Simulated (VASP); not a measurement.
The system is BePtBr2.

```xyz
4
Lattice="3.2433 0.0000 0.0000 -1.6217 2.8088 0.0000 0.0000 0.0000 8.9226" Properties=species:S:1:pos:R:3 pbc="T T T"
Be    0.0000    0.0000    4.4613
Pt    0.0000    0.0000    0.0000
Br    0.0000    1.8725    5.8786
Br    1.6217    0.9363    3.0439
```

* Program: VASP 6.6.1
* Task: relaxation of cell and atoms
* Functional: PBE
* Potentials or basis: VASP PAW PBE potentials, release 64 (Be, Pt, Br)
* Cutoff: 600 eV
* k mesh: 18 × 18 × 6
* Occupations: gaussian, width 0.1 eV
* Spin: no spin polarisation

At the start: pressure 0.0 GPa; volume 20.32 Å³/atom.

**Question.** How do energy, volume and symmetry change on relaxing?

**Answer.** Over 45 steps the energy falls by 6.2 meV/atom and the volume is 23.99 Å³/atom (+18.1 %); space group P-3m1 (No. 164, to 0.05 Å).

The path:
```
step  energy change (eV)  largest force (eV/Å)  pressure (GPa)  volume (Å³)
   1              0.0000                0.0117            0.05        81.28
   3             -0.0013                0.0972            0.06        81.47
   5             -0.0038                0.0577            0.22        81.91
   7             -0.0066                0.1579            1.13        83.86
   9             -0.0075                0.1000            0.87        83.47
  11             -0.0098                0.0944            0.77        84.30
  13             -0.0166                0.0966            0.41        87.61
  15             -0.0093                0.3425            0.26       100.95
  17             -0.0149                0.0994           -0.21       105.38
  19             -0.0184                0.0995            0.24       102.55
  21             -0.0195                0.0175           -0.04       102.39
  23             -0.0198                0.0128           -0.08       102.37
  25             -0.0202                0.0022           -0.21       102.12
  27             -0.0207                0.0905           -0.02       100.84
  29             -0.0211                0.0699           -0.03       100.77
  31             -0.0221                0.0708            0.39        97.66
  33             -0.0228                0.0447            0.22        98.20
  35             -0.0237                0.0270           -0.01        97.50
  37             -0.0242                0.0128           -0.06        97.02
  39             -0.0243                0.0251           -0.01        96.89
  41             -0.0244                0.0172            0.08        96.36
  43             -0.0245                0.0146           -0.01        96.21
  45             -0.0247                0.0020           -0.06        95.97
```

Final structure:
```cif
data_structure
_symmetry_space_group_name_H-M 'P 1'
_symmetry_Int_Tables_number 1
_cell_length_a 3.2062
_cell_length_b 3.2062
_cell_length_c 10.7804
_cell_angle_alpha 90.000
_cell_angle_beta 90.000
_cell_angle_gamma 120.000
_cell_volume 95.97
loop_
_atom_site_label
_atom_site_type_symbol
_atom_site_fract_x
_atom_site_fract_y
_atom_site_fract_z
_atom_site_occupancy
Be1 Be 0.00000 0.00000 0.50000 1
Pt1 Pt 0.00000 0.00000 0.00000 1
Br1 Br 0.33333 0.66667 0.63245 1
Br2 Br 0.66667 0.33333 0.36755 1
```

Caveat: the volume moved by over 15 % at a fixed basis, so the end points are rough.
